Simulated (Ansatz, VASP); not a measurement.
Two plane-wave programs on SnS2

```
CELL_PARAMETERS angstrom
3.63182 0.00000 0.00000
-1.81591 3.14525 0.00000
0.00000 0.00000 5.69765
ATOMIC_POSITIONS crystal
Sn 0.00000 0.00000 0.00000
S 0.33333 0.66667 0.25748
S 0.66667 0.33333 0.74252
```

Alike in both runs: functional LDA; k mesh 12 × 12 × 4; no spin polarisation.

Ansatz relaxed the structure, and its values are those at the end. VASP's run is a single point on that final structure, the one shown.

```csv
,VASP,Ansatz
version,VASP 6.6.1,Ansatz 0.2.0
potentials or method,"VASP PAW LDA potentials, release 64 (Sn_d, S), cutoff 500 eV","plane waves, PAW"
occupations,"gaussian, width 0.01 eV",fixed
valence electrons in the cell,26,26
```

```tsv
	VASP	Ansatz	Ansatz less VASP
pressure (GPa)	0.0	0.0	+0.01
```

LDA's correlation is that of Perdew and Zunger in VASP and of Perdew and Wang (1992) in Ansatz. Ansatz's warnings: structure snapped to symmetry.
